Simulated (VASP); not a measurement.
# CO2 (I-42d) in VASP: notebook

The runs below take CO2 through single point, with r2SCAN.

Everything below comes from runs of VASP 6.6.1. Logs are shortened: lines on timing, memory, paths and dates and some standing lists are left out, and cuts for length are marked.

## (1) The cell of the first run

It takes space group I-42d (No. 122, tetragonal). Conventional cell: a = 3.910 Å, b = 3.910 Å, c = 5.935 Å, α = 90.00°, β = 90.00°, γ = 90.00°. C (site symmetry -4) has 4 O at 1.39 Å within 1.9 Å. Within 1.9 Å of O (site symmetry 2) lie 2 C at 1.39 Å.

## (2) Single point, r2SCAN

Contents of POSCAR:

```
CO2
1.0
   -1.9548127153      1.9548127153      2.9673315043
    1.9548127153     -1.9548127153      2.9673315043
    1.9548127153      1.9548127153     -2.9673315043
C O
2 4
Direct
    0.0000000000      0.0000000000      0.0000000000
    0.7500000000      0.2500000000      0.5000000000
    0.3750000000      0.2923507872      0.4173507872
    0.7076492128      0.1250000000      0.0826492128
    0.8750000000      0.9576492128      0.5826492128
    0.0423507872      0.6250000000      0.9173507872
```

Contents of INCAR.step1:

```
PREC = Accurate ; ENCUT = 520
ISMEAR = 0 ; SIGMA = 0.01
LREAL = False ; LASPH = True
NELM = 100 ; NBANDS = 25
GGA = PE ; ALGO = Normal
EDIFF = 1E-4 ; LWAVE = True
LCHARG = False
```

Contents of INCAR.step2:

```
PREC = Accurate ; ENCUT = 520
EDIFF = 1E-6 ; ISMEAR = 0
SIGMA = 0.01 ; LREAL = False
LASPH = True ; NELM = 100
ALGO = Normal ; ISIF = 2
LWAVE = False ; LCHARG = False
METAGGA = R2SCAN ; LMIXTAU = True
NBANDS = 25 ; ISTART = 1
```

Contents of KPOINTS:

```
Automatic mesh
0
Gamma
  8 8 8
```

Potentials or basis: VASP PAW PBE potentials, release 64 (C, O).

Run with:

```bash
cat potpaw_PBE.64/C/POTCAR potpaw_PBE.64/O/POTCAR > POTCAR
cp INCAR.step1 INCAR
mpirun -np 1 vasp_std > vasp.out
cp INCAR.step2 INCAR
mpirun -np 1 vasp_std > vasp.out
```

OUTCAR:

```text
PREC = Accurate
   ENCUT = 520
   EDIFF = 1E-6
   ISMEAR = 0
   LREAL = False
   LASPH = True
   NELM = 100
   ISIF = 2
   METAGGA = R2SCAN
   ISTART = 1

 ion  position               nearest neighbor table
   1  0.000  0.000  0.000-   3 1.39   4 1.39   5 1.39   6 1.39
   2  0.750  0.250  0.500-   3 1.39   4 1.39   5 1.39   6 1.39
   3  0.375  0.292  0.417-   1 1.39   2 1.39
   4  0.708  0.125  0.083-   1 1.39   2 1.39
   5  0.875  0.958  0.583-   1 1.39   2 1.39
   6  0.042  0.625  0.917-   1 1.39   2 1.39

  LATTYP: Found a body centered tetragonal cell.
 ALAT       =     3.9096254306
 C/A-ratio  =     1.5179620437

  Lattice vectors:

 A1 = (  -1.9548127153,   1.9548127153,   2.9673315043)
 A2 = (   1.9548127153,  -1.9548127153,   2.9673315043)
 A3 = (   1.9548127153,   1.9548127153,  -2.9673315043)

Analysis of symmetry for initial positions (statically):
=====================================================================
 Subroutine PRICEL returns:
 Original cell was already a primitive cell.

 Routine SETGRP: Setting up the symmetry group for a
 body centered tetragonal supercell.

 Subroutine GETGRP returns: Found  8 space group operations
 (whereof  4 operations were pure point group operations)
 out of a pool of 16 trial point group operations.

The static configuration has the point symmetry S_4 .
 The point group associated with its full space group is D_2d.

Analysis of symmetry for dynamics (positions and initial velocities):
=====================================================================
 Subroutine PRICEL returns:
 Original cell was already a primitive cell.

 Routine SETGRP: Setting up the symmetry group for a
 body centered tetragonal supercell.

 Subroutine GETGRP returns: Found  8 space group operations
 (whereof  4 operations were pure point group operations)
 out of a pool of 16 trial point group operations.

The dynamic configuration has the point symmetry S_4 .
 The point group associated with its full space group is D_2d.

 Subroutine INISYM returns: Found  8 space group operations
 (whereof  4 operations are pure point group operations),
 and found     1 'primitive' translations

----------------------------------------------------------------------------------------

                                     Primitive cell

  volume of cell :      45.3562

  direct lattice vectors                    reciprocal lattice vectors
    -1.954812715  1.954812715  2.967331504     0.000000000  0.255778979  0.168501564
     1.954812715 -1.954812715  2.967331504     0.255778979  0.000000000  0.168501564
     1.954812715  1.954812715 -2.967331504     0.255778979  0.255778979  0.000000000

  length of vectors
     4.055569228  4.055569228  4.055569228     0.306293427  0.306293427  0.361726101

  position of ions in fractional coordinates (direct lattice)
     0.000000000  0.000000000  0.000000000
     0.750000000  0.250000000  0.500000000
     0.375000000  0.292350787  0.417350787
     0.707649213  0.125000000  0.082649213
     0.875000000  0.957649213  0.582649213
     0.042350787  0.625000000  0.917350787

  ion indices of the primitive-cell ions
   primitive index   ion index
                 1           1
                 2           2
                 3           3
                 4           4
                 5           5
                 6           6

----------------------------------------------------------------------------------------

 KPOINTS: Automatic mesh

Automatic generation of k-mesh.
 Grid dimensions read from file:
 generate k-points for:    8    8    8

 Generating k-lattice:

  Cartesian coordinates                     Fractional coordinates (reciprocal lattice)
     0.000000000  0.031972372  0.021062696     0.125000000 -0.000000000  0.000000000
     0.031972372  0.000000000  0.021062696    -0.000000000  0.125000000  0.000000000
     0.031972372  0.031972372  0.000000000     0.000000000  0.000000000  0.125000000

  Length of vectors
     0.038286678  0.038286678  0.045215763

  Shift w.r.t. Gamma in fractional coordinates (k-lattice)
     0.000000000  0.000000000  0.000000000

 Subroutine IBZKPT returns following result:
 ===========================================

 Found     59 irreducible k-points:

 Following reciprocal coordinates:
            Coordinates               Weight
  0.000000  0.000000  0.000000      1.000000
  0.125000  0.000000 -0.000000      8.000000
  0.250000  0.000000 -0.000000      8.000000
  0.375000  0.000000 -0.000000      8.000000
  0.500000  0.000000 -0.000000      4.000000
  0.125000  0.125000 -0.000000      8.000000
[... 16 lines left out ...]
  0.250000  0.125000  0.125000     16.000000
  0.375000  0.125000  0.125000      8.000000
 [... further k-points ...]
   k-points           NKPTS =     59   k-points in BZ     NKDIM =     59   number of bands    NBANDS=     25
   number of dos      NEDOS =    301   number of ions     NIONS =      6
   total plane-waves  NPLWV =  27000
   dimension x,y,z NGX =    30 NGY =   30 NGZ =   30
   dimension x,y,z NGXF=    60 NGYF=   60 NGZF=   60
   ions per type =               2   4
   NGX,Y,Z   is equivalent  to a cutoff of  12.30, 12.30, 12.30 a.u.
   NGXF,Y,Z  is equivalent  to a cutoff of  24.60, 24.60, 24.60 a.u.
 SYSTEM =  unknown system
   PREC   = accura    normal or accurate (medium, high low for compatibility)
   ISTART =      1    job   : 0-new  1-cont  2-samecut
   ICHARG =      0    charge: 1-file 2-atom 10-const
   ISPIN  =      1    spin polarized calculation?
   LNONCOLLINEAR =      F non collinear calculations
   LSORBIT =      F    spin-orbit coupling
   LASPH  =      T    aspherical Exc in radial PAW
   ENCUT  =  520.0 eV  38.22 Ry    6.18 a.u.   7.54  7.54  7.54*2*pi/ulx,y,z
   NELM   =    100;   NELMIN=  2; NELMDL=  0     # of ELM steps
   EDIFF  = 0.1E-05   stopping-criterion for ELM
   LREAL  =      F    real-space projection
   EDIFFG = 0.1E-04   stopping-criterion for IOM
   NSW    =      0    number of steps for IOM
   IBRION =     -1    ionic relax: 0-MD 1-quasi-New 2-CG
   NFREE  =      0    steps in history (QN), initial steepest desc. (CG)
   ISIF   =      2    stress and relaxation
   ISYM   =      2    0-nonsym 1-usesym 2-fastsym
   POTIM  = 0.5000    time-step for ionic-motion
   TEBEG  =    0.0;   TEEND  =   0.0 temperature during run
   PSTRESS=    0.0 pullay stress
   NELECT =      32.0000    total number of electrons
   NUPDOWN=      -1.0000    fix difference up-down
   EMIN   =  10.00;   EMAX   =-10.00  energy-range for DOS
   EFERMI =   0.00;   METHOD = LEGACY
   ISMEAR =     0;   SIGMA  =   0.01  broadening in eV -4-tet -1-fermi 0-gaus
   EFERMI_NEDOS =   21; number of points for ismear=-14 and -15
   IALGO  =     38    algorithm
   IMIX   =      4    mixing-type and parameters
     AMIX     =   0.40;   BMIX     =  1.00
     AMIX_MAG =   1.60;   BMIX_MAG =  1.00
  volume/ion in A,a.u.               =       7.56        51.01
  Fermi-wavevector in a.u.,A,eV,Ry     =   1.457402  2.754090 28.899055  2.124021
  Thomas-Fermi vector in A             =   2.574208
   LORBIT       =      0    0 simple, 1 ext, 2 COOP (PROOUT), +10 PAW based schemes
   METAGGA = R2SCAN    functional components
   LHFCALC =     F    Hartree Fock is set to
   AEXX    =    0.0000 exact exchange contribution
   IVDW    =     0    specifies the selected vdW correction
   LEPSILON=     F    determine dielectric tensor
   LRPA    =     F    only Hartree local field effects (RPA)
 non-spin polarized calculation
 Gauss-broadening in eV      SIGMA  =   0.01
  energy-cutoff  :      520.00
  volume of cell :       45.36
 maximum number of plane-waves:      1234
   NGX = 15   NGY = 15   NGZ = 15

 number of electron      31.9999977 magnetization

 Free energy of the ion-electron system (eV)
  ---------------------------------------------------
  ext. energy  EPLUGINS =         0.00000000
  ---------------------------------------------------
  free energy    TOTEN  =       -49.36592129 eV

  energy without entropy =      -49.36592129  energy(sigma->0) =      -49.36592129

 E-fermi :   2.1008     XC(G=0): -12.0652

 val. band max:        2.0225795438   @ k =   0.5000   0.0000  -0.0000
 cond. band min:      10.5004861893   @ k =   0.0000   0.0000   0.0000
 fundamental gap:      8.4779066455
 Fermi energy:         2.1008068812

 k-point     1 :       0.0000    0.0000    0.0000
  band No.  band energies     occupation
      1     -23.4041      2.00000
      2     -18.0445      2.00000
      3     -18.0445      2.00000
      4     -17.3311      2.00000
      5     -13.1958      2.00000
      6      -7.9572      2.00000
[... 17 lines left out ...]
     24      18.5451      0.00000
     25      18.5451      0.00000

 k-point     2 :       0.1250    0.0000   -0.0000
  band No.  band energies     occupation
      1     -23.2967      2.00000
      2     -18.2845      2.00000
      3     -18.0722      2.00000
      4     -17.4723      2.00000
      5     -12.8603      2.00000
      6      -7.9469      2.00000
[... 17 lines left out ...]
     24      18.4660      0.00000
     25      18.6765      0.00000

 k-point     3 :       0.2500    0.0000   -0.0000
  band No.  band energies     occupation
      1     -22.9945      2.00000
      2     -18.9767      2.00000
      3     -18.1281      2.00000
      4     -17.6351      2.00000
      5     -12.1656      2.00000
      6      -7.9460      2.00000
[... 552 lines left out ...]
 k-point    23 :       0.2500    0.1250    0.1250
  band No.  band energies     occupation
      1     -22.3087      2.00000
      2     -20.1038      2.00000
      3     -18.2339      2.00000
      4     -17.8326      2.00000
      5     -11.1328      2.00000
      6      -8.6459      2.00000
[... 17 lines left out ...]
     24      17.8308      0.00000
     25      18.4197      0.00000

 k-point    24 :       0.3750    0.1250    0.1250
  band No.  band energies     occupation
      1     -22.0568      2.00000
      2     -20.4440      2.00000
      3     -18.2478      2.00000
      4     -17.8847      2.00000
      5     -10.8846      2.00000
      6      -8.6659      2.00000
[... 17 lines left out ...]
     24      17.6135      0.00000
     25      18.4906      0.00000

 [... further k-points ...]

------------------------ aborting loop because EDIFF is reached ----------------------------------------

  FORCE on cell =-STRESS in cart. coord.  units (eV):
  Direction    XX          YY          ZZ          XY          YZ          ZX
  --------------------------------------------------------------------------------------
  -------------------------------------------------------------------------------------
  Total        0.6734944      0.6734944      0.5597233      0.0000000      0.0000000      0.0000000
  in kB       23.7907523     23.7907523     19.7718631      0.0000000      0.0000000      0.0000000
  external PRESSURE =      22.4511226 kB  Pullay stress =       0.0000000 kB

 VOLUME and BASIS-vectors are now :
 -----------------------------------------------------------------------------
  energy-cutoff  :      520.00
  volume of cell :       45.36
      direct lattice vectors                 reciprocal lattice vectors
    -1.954812715  1.954812715  2.967331504     0.000000000  0.255778979  0.168501564
     1.954812715 -1.954812715  2.967331504     0.255778979  0.000000000  0.168501564
     1.954812715  1.954812715 -2.967331504     0.255778979  0.255778979  0.000000000

 POSITION                                       TOTAL-FORCE (eV/Angst)
 -----------------------------------------------------------------------------------
      0.00000      0.00000      0.00000         0.000000      0.000000      0.000000
      0.00000      1.95481      1.48367         0.000000      0.000000     -0.000000
      0.65428      0.97741      0.74183         0.129378     -0.000000     -0.000000
     -0.97741      1.30053      2.22550         0.000000     -0.129378     -0.000000
      1.30053      0.97741      3.70916        -0.129378      0.000000     -0.000000
      2.93222      0.65428     -0.74183        -0.000000      0.129378     -0.000000
 -----------------------------------------------------------------------------------
    total drift:                                0.000002      0.000002      0.000002

  FREE ENERGIE OF THE ION-ELECTRON SYSTEM (eV)
  ---------------------------------------------------
  free  energy   TOTEN  =       -49.3659212932 eV

  energy  without entropy=      -49.3659212932  energy(sigma->0) =      -49.36592129
```

It took 2.6 min on 1 thread of AMD EPYC 9R45 (Zen 5), shared host; peak memory 0.16 GiB.

What came out:

```
Free energy            : -49.3659 eV
Pressure               : 2.2 GPa
Largest force          : 0.129 eV/Å
Band gap on the k mesh : 8.48 eV, indirect (least direct gap 8.88 eV)
```

Forces on the atoms (eV/Å):
```
C    0.000  0.000  0.000
C    0.000  0.000  0.000
O    0.129  0.000  0.000
O    0.000 -0.129  0.000
O   -0.129  0.000  0.000
O    0.000  0.129  0.000
```

Caveat: the PAW data sets were made with another functional, which shifts forces and pressure a little. r2SCAN opens gaps a little over a GGA but as a rule still falls short of measured ones.

## (3) Single point, r2SCAN

POSCAR is that of step 2.

Contents of INCAR.step1:

```
SYSTEM = CO2
PREC     = Accurate       ! precision mode
ENCUT    = 520            ! plane-wave cutoff, eV
ISMEAR   = 0              ! smearing method
SIGMA    = 0.01           ! smearing width, eV
LREAL    = .False.        ! projectors in reciprocal space
LASPH    = .True.         ! aspherical terms in the spheres
NELM     = 80             ! most SCF steps
NBANDS   = 25             ! bands
GGA      = PE             ! functional
ALGO     = Normal         ! electronic algorithm
EDIFF    = 1E-4           ! SCF threshold, eV
LWAVE    = .True.         ! write WAVECAR
LCHARG   = .False.        ! write CHGCAR
```

Contents of INCAR.step2:

```
SYSTEM = CO2
PREC     = Accurate       ! precision mode
ENCUT    = 520            ! plane-wave cutoff, eV
EDIFF    = 1E-6           ! SCF threshold, eV
ISMEAR   = 0              ! smearing method
SIGMA    = 0.01           ! smearing width, eV
LREAL    = .False.        ! projectors in reciprocal space
LASPH    = .True.         ! aspherical terms in the spheres
NELM     = 80             ! most SCF steps
ALGO     = Normal         ! electronic algorithm
ISIF     = 2              ! what is computed and relaxed
LWAVE    = .False.        ! write WAVECAR
LCHARG   = .False.        ! write CHGCAR
METAGGA  = R2SCAN         ! meta-GGA
LMIXTAU  = .True.       
NBANDS   = 25             ! bands
ISTART   = 1
```

Contents of KPOINTS:

```
Automatic mesh
0
Gamma
  8 8 8
  0 0 0
```

Potentials or basis: VASP PAW PBE potentials, release 64 (C, O).

Run with:

```bash
cat potpaw_PBE.64/C/POTCAR potpaw_PBE.64/O/POTCAR > POTCAR
cp INCAR.step1 INCAR
mpirun -np 1 vasp_std > vasp.out
cp INCAR.step2 INCAR
mpirun -np 1 vasp_std > vasp.out
```

Run time: 2.5 min. Hardware: 1 thread of AMD EPYC 9R45 (Zen 5), shared host; peak memory 0.16 GiB.

It converged, with:

```yaml
Free_energy: -49.3659 eV
Pressure: 2.2 GPa
Largest_force: 0.129 eV/Å
Band_gap_on_the_k_mesh: 8.48 eV, indirect (least direct gap 8.88 eV)
```

Forces in eV/Å, atoms in the order of the input:
```
C    0.000  0.000  0.000
C    0.000  0.000  0.000
O    0.129  0.000  0.000
O    0.000 -0.129  0.000
O   -0.129  0.000  0.000
O    0.000  0.129  0.000
```

Stress tensor (GPa, compression positive):
```
2.38 0.00 0.00
0.00 2.38 0.00
0.00 0.00 1.98
```

Levels at points of the mesh, in eV from the valence-band top:
| k point | band 13 | band 14 | band 15 | band 16 | band 17 | band 18 | band 19 | band 20 |
| --- | --- | --- | --- | --- | --- | --- | --- | --- |
| (0.00, 0.00, 0.00) | -1.31 | -0.84 | -0.84 | -0.40 | 8.48 | 10.27 | 10.38 | 10.38 |
| (0.50, 0.00, 0.00) | -1.76 | -1.47 | -0.44 | 0.00 | 9.23 | 10.55 | 10.71 | 11.37 |
| (0.50, 0.50, 0.00) | -0.70 | -0.70 | -0.55 | -0.55 | 9.92 | 9.92 | 10.97 | 10.97 |
| (0.50, 0.50, 0.50) | -2.94 | -2.94 | -0.05 | -0.05 | 9.86 | 9.86 | 11.81 | 11.81 |

Caveat: the PAW data sets were made with another functional, which shifts forces and pressure a little.
